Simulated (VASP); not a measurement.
Wanted: the native input for a VASP 6.6.1 run.

| Property | Result |
| --- | --- |
| Task | single point |
| Functional | PBE |
| Potentials or basis | VASP PAW PBE potentials, release 64 (Bi_d, Br) |
| Cutoff | 520 eV |
| k mesh | 3 × 3 × 4 |
| Occupations | gaussian, width 0.1 eV |
| Spin | no spin polarisation |
| Dipole correction | no |
| Further INCAR settings | ALGO = Fast; EDIFF = 1e-07; NBANDS = 46 |

The structure of Bi3Br4 lies in POSCAR:

```
Bi3Br4
1.0
    6.8650159600      0.0000000000      0.0000000000
   -3.4325079800      5.9452782200      0.0000000000
    0.0000000000      0.0000000000      6.8148367100
Bi Br
3 4
Direct
    0.0000000000      0.5000000000      0.0000000000
    0.5000000000      0.0000000000      0.0000000000
    0.5000000000      0.5000000000      0.0000000000
    0.0000000000      0.0000000000      0.2603348200
    0.0000000000      0.0000000000      0.7396651800
    0.3333333300      0.6666666700      0.5000000000
    0.6666666700      0.3333333300      0.5000000000
```

The cell was generated, and may not be a known phase.

These files were run (other wordings do the same):

INCAR

```
PREC = Accurate ; ENCUT = 520
EDIFF = 1E-7 ; ISMEAR = 0
SIGMA = 0.1 ; LREAL = False
LASPH = True ; NELM = 80
ALGO = Fast ; ISIF = 2
LWAVE = False ; LCHARG = False
GGA = PE ; NBANDS = 46
```

KPOINTS

```
regular mesh
0
Gamma
  3 3 4
```

Potentials or basis: VASP PAW PBE potentials, release 64 (Bi_d, Br).

The run is started by

```sh
$ cat potpaw_PBE.64/Bi_d/POTCAR potpaw_PBE.64/Br/POTCAR > POTCAR
$ mpirun -np 1 vasp_std > vasp.out
```

Results of the run:

| Quantity | Value |
| --- | --- |
| Pressure | -5.0 GPa |
| Largest force | 0.264 eV/Å |
| Band gap on the k mesh | zero (an odd number of electrons rules out a gap without spin polarisation) |

Caveat: the cell stands under tension; spin-orbit coupling is left out, which moves the levels of the heavy elements; an odd number of electrons without spin polarisation forces a metal; a magnetic or distorted state may lie lower.

It took 2.3 min on 1 thread of AMD EPYC 9755 128-Core Processor (shared host), peak memory 0.4 GiB.
